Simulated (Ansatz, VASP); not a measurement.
Mg in VASP and in Ansatz

Contents of INCAR:

```
SYSTEM = Mg
ALGO = Normal
EDIFF = 1E-6
ENCUT = 520
GGA = PS
ISIF = 2
ISMEAR = -1
LASPH = .True.
LCHARG = .False.
LREAL = .False.
LWAVE = .False.
NBANDS = 7
NELM = 80
PREC = Accurate
SIGMA = 0.1
```

File KPOINTS:

```
k-points
0
Gamma
  13 13 13
  0 0 0
```

POSCAR

```
Mg
1.0
    2.2090762199      0.0000000000      0.0000000000
    0.0000000000      2.2090762199      0.0000000000
    0.0000000000      0.0000000000      2.2090762199
Mg
1
Direct
    0.0000000000      0.0000000000      0.0000000000
```

Input for Ansatz:

```yaml
crystal:
  lattice:
    - [2.2090762199, 0.0, 0.0]
    - [0.0, 2.2090762199, 0.0]
    - [0.0, 0.0, 2.2090762199]
  atoms:
    - { symbol: Mg, position: [0.0, 0.0, 0.0] }
kpoints:
  mp_grid: { grid: [13, 13, 13] }
  band_path:
    path:
      - [0.0, 0.0, 0.0]
      - [0.0, 0.5, 0.0]
      - [0.5, 0.5, 0.0]
      - [0.0, 0.0, 0.0]
      - [0.5, 0.5, 0.5]
      - [0.0, 0.5, 0.0]
      - [0.5, 0.5, 0.5]
      - [0.5, 0.5, 0.0]
    npoints: 8
scf:
  occupations: { method: fermi_dirac, width: 0.1 }
hamiltonian:
  xc: pbesol
  pseudopotentials: { kind: all_electron, lapw: { basis_error: 0.001 } }
output:
  forces: true
  stress: true
  eigenvalues: true
  populations: true
  dos: { projected: true, de: 0.2, e_range: [-14, 8] }
```

Change from the starting cell: volume scaled by 0.4, LAPW.

Alike in both runs: task single point; functional PBEsol; k mesh 13 × 13 × 13; occupations fermi-dirac, width 0.1 eV; no spin polarisation.

|  | VASP | Ansatz |
| --- | --- | --- |
| version | VASP 6.6.1 | Ansatz 0.2.0 |
| potentials or method | VASP PAW PBE potentials, release 64 (Mg), cutoff 520 eV | all-electron LAPW, scalar-relativistic |

VASP gave:

```
pressure (GPa) : 120.0
```

Estimate Ansatz's values.

pressure (GPa): 118.2.

VASP's potentials were made for PBE, not for PBEsol. Both programs put the cell under a high pressure, so it lies far from rest at this level. Ansatz ran all-electron here, and VASP with PAW potentials.

Noted on VASP's run: the cell as given lies far from equilibrium.
